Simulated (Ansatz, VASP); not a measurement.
## ReOs2 in VASP and in Ansatz

```
Re Os
1.0
     4.33525    0.00000    0.00000
    -2.16762    3.75443    0.00000
     0.00000    0.00000    2.72493
Re Os
1 2
Direct
  0.00000 0.00000 0.00000
  0.33333 0.66667 0.50000
  0.66667 0.33333 0.50000
```

Alike in both runs: functional PBE; k mesh 12 × 12 × 16; occupations gaussian, width 0.1 eV; no spin polarisation.

Ansatz relaxed the structure, and its values are those at the end. VASP's run is a single point on that final structure, the one shown.

|  | VASP | Ansatz |
| --- | --- | --- |
| version | VASP 6.6.1 | Ansatz 0.2.0 |
| potentials or method | VASP PAW PBE potentials, release 64 (Re_sv_GW, Os_sv_GW), cutoff 560 eV | scalar-relativistic, plane waves, PAW |
| valence electrons in the cell | 47 | 47 |

|  | VASP | Ansatz | Ansatz less VASP |
| --- | --- | --- | --- |
| gap on the k mesh at the Fermi level (eV) | none | none | - |
| pressure (GPa) | -1.3 | 0.0 | +1.34 |

A gap of «none» marks a metal or a gap that the smearing closes. With one functional, cell and mesh, what is left measures potentials, basis and numerics.

Spin-orbit coupling is off throughout.
